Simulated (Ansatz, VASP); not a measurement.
Two plane-wave programs on GeSe

Contents of POSCAR:

```
GeSe
1.0
   11.2560349400      0.0000000000      0.0000000000
    0.0000000000      3.7871878600      0.0000000000
    0.0000000000      0.0000000000      4.6643635200
Ge Se
4 4
Direct
    0.1290986400      0.2500000000      0.1190017300
    0.8709013600      0.7500000000      0.8809982700
    0.3709013600      0.7500000000      0.6190017300
    0.6290986400      0.2500000000      0.3809982700
    0.8492791900      0.2500000000      0.5154685600
    0.1507208100      0.7500000000      0.4845314400
    0.6507208100      0.7500000000      0.0154685600
    0.3492791900      0.2500000000      0.9845314400
```

Contents of INCAR.step1:

```
PREC = Accurate ; ENCUT = 550
ISMEAR = 0 ; SIGMA = 0.1
LREAL = F ; LASPH = T
NELM = 120 ; NBANDS = 50
GGA = PE ; ALGO = Normal
EDIFF = 1E-5 ; LWAVE = T
LCHARG = F ; GGA_COMPAT = F
```

INCAR.step2

```
PREC = Accurate ; ENCUT = 550
EDIFF = 1E-6 ; ISMEAR = 0
SIGMA = 0.1 ; LREAL = F
LASPH = T ; NELM = 120
ALGO = Normal ; ISIF = 2
LWAVE = F ; LCHARG = F
METAGGA = R2SCAN ; LMIXTAU = T
LUSE_VDW = T ; IVDW_NL = 2
BPARAM = 11.95 ; CPARAM = 0.0093
NBANDS = 50 ; ISTART = 1
GGA_COMPAT = F
```

KPOINTS

```
Automatic mesh
0
Gamma
  2 6 4
```

Input for Ansatz:

```yaml
crystal:
  lattice:
    - [11.25603494, 0.0, 0.0]
    - [0.0, 3.78718786, 0.0]
    - [0.0, 0.0, 4.66436352]
  atoms:
    - { symbol: Ge, position: [0.12909864, 0.25, 0.11900173] }
    - { symbol: Ge, position: [0.87090136, 0.75, 0.88099827] }
    - { symbol: Ge, position: [0.37090136, 0.75, 0.61900173] }
    - { symbol: Ge, position: [0.62909864, 0.25, 0.38099827] }
    - { symbol: Se, position: [0.84927919, 0.25, 0.51546856] }
    - { symbol: Se, position: [0.15072081, 0.75, 0.48453144] }
    - { symbol: Se, position: [0.65072081, 0.75, 0.01546856] }
    - { symbol: Se, position: [0.34927919, 0.25, 0.98453144] }
basis:
  ecutwfc: 500
kpoints:
  mp_grid: { grid: [2, 6, 4] }
hamiltonian:
  xc: r2scan
  dispersion: rvv10
  pseudopotentials: { kind: paw, azcp: { folder: soft_1 } }
scf:
  occupations: { method: gaussian, width: 0.1 }
output:
  forces: true
  stress: true
  eigenvalues: true
```

Alike in both runs: task single point; functional r2SCAN; dispersion rVV10; k mesh 2 × 6 × 4; occupations gaussian, width 0.1 eV; no spin polarisation.

|  | VASP | Ansatz |
| --- | --- | --- |
| version | VASP 6.6.1 | Ansatz 0.2.0 |
| potentials or method | VASP PAW PBE potentials, release 64 (Ge_d, Se), cutoff 550 eV | scalar-relativistic, plane waves, PAW |
| valence electrons in the cell | 80 | 120 |

|  | VASP | Ansatz | Ansatz less VASP |
| --- | --- | --- | --- |
| gap on the k mesh at the Fermi level (eV) | 1.06 | 1.07 | +0.005 |
| least direct gap on the mesh (eV) | 1.06 | 1.07 | +0.005 |
| pressure (GPa) | -0.7 | -0.8 | -0.13 |
| traceless stress, the component that is largest in VASP (GPa) | 0.12 | 0.12 | +0.002 |
| rms of the force components (eV/Å) | 0.027 | 0.013 | -0.0133 |

VASP's potentials were made for PBE, not for r2SCAN. Atom by atom the forces differ by 0.014 eV/Å (rms over components). VASP's potentials hold 80 valence electrons a cell and Ansatz's 120, so a difference there can come from the potentials and not from the codes.
